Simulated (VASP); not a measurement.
Set up this calculation in VASP 6.6.1, as the native input.

| Quantity | Value |
| --- | --- |
| Task | single point |
| Functional | PBEsol |
| Potentials or basis | VASP PAW PBE potentials, release 64 (Al, Ni) |
| Cutoff | 520 eV |
| k mesh | 16 × 16 × 14 |
| Occupations | methfessel-paxton, width 0.1 eV |
| Spin | no spin polarisation |
| Dipole correction | no |
| Further INCAR settings | ALGO = Fast; EDIFF = 1e-06; NBANDS = 14 |

The structure of AlNi lies in POSCAR:

```
AlNi
1.0
    1.9386940000     -1.9531901500      0.0000000000
    1.9386940000      1.9531901500      0.0000000000
    0.0000000000      0.0000000000      3.0994300413
Al Ni
1 1
Direct
    0.0000000000      0.0000000000      0.0000000000
    0.5000000000      0.5000000000      0.5000000000
```

The input as run:

INCAR

```
PREC     = Accurate       # precision mode
ENCUT    = 520            # plane-wave cutoff, eV
EDIFF    = 1E-6           # SCF threshold, eV
ISMEAR   = 1              # smearing method
SIGMA    = 0.1            # smearing width, eV
LREAL    = F              # projectors in reciprocal space
LASPH    = T              # aspherical terms in the spheres
NELM     = 60             # most SCF steps
ALGO     = Fast           # electronic algorithm
ISIF     = 2              # what is computed and relaxed
LWAVE    = F              # write WAVECAR
LCHARG   = F              # write CHGCAR
GGA      = PS             # functional
NBANDS   = 14             # bands
```

KPOINTS

```
Automatic mesh
0
Gamma
  16 16 14
```

Potentials or basis: VASP PAW PBE potentials, release 64 (Al, Ni).

The run is started by

```sh
$ cat potpaw_PBE.64/Al/POTCAR potpaw_PBE.64/Ni/POTCAR > POTCAR
$ mpirun -np 1 vasp_std > vasp.out
```

It gave:

```yaml
Pressure: 0.4 GPa
Band_gap_on_the_k_mesh: zero (an odd number of electrons rules out a gap without spin polarisation)
```

Caveat: the stress differs along the axes, from -4 to 3 GPa; the PAW data sets were made with another functional, which shifts forces and pressure a little.

Run time: 2.7 min on 1 thread of Intel(R) Xeon(R) Platinum 8259CL CPU @ 2.50GHz (Skylake/Cascade Lake), with other jobs on the host, peak memory 0.29 GiB.
